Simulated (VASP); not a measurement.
Wanted: the native input for a VASP 6.6.1 run.

* Task: single point
* Functional: PBE
* Potentials or basis: VASP PAW PBE potentials, release 64 (Rh_pv)
* Cutoff: 500 eV
* k mesh: 7 × 7 × 7
* Occupations: fermi-dirac, width 0.05 eV
* Spin: no spin polarisation
* Dipole correction: no
* Further INCAR settings: ALGO = Normal; EDIFF = 1e-06; NBANDS = 14

The structure of Rh lies in POSCAR:

```
Rh
1.0
    0.0000000000      1.9150000000      1.9150000000
    1.9150000000      0.0000000000      1.9150000000
    1.9150000000      1.9150000000      0.0000000000
Rh
1
Direct
    0.0000000000      0.0000000000      0.0000000000
```

One way to write it, as run:

INCAR

```
  PREC = Accurate
  ENCUT = 500
  EDIFF = 1E-6
  ISMEAR = -1
  SIGMA = 0.05
  LREAL = False
  LASPH = True
  NELM = 120
  ALGO = Normal
  ISIF = 2
  LWAVE = False
  LCHARG = False
  GGA = PE
  NBANDS = 14
  GGA_COMPAT = False
```

KPOINTS

```
regular mesh
0
Gamma
  7 7 7
```

Potentials or basis: VASP PAW PBE potentials, release 64 (Rh_pv).

Run with:

```console
$ cat potpaw_PBE.64/Rh_pv/POTCAR > POTCAR
$ mpirun -np 1 vasp_std > vasp.out
```

It gave:

The pressure is -1.1 GPa.

Caveat: the k points lie up to 0.41 Å⁻¹ apart.

Run time: 5.4 s on 1 thread of Intel Xeon 6975P-C, on a shared host, peak memory 0.12 GiB.
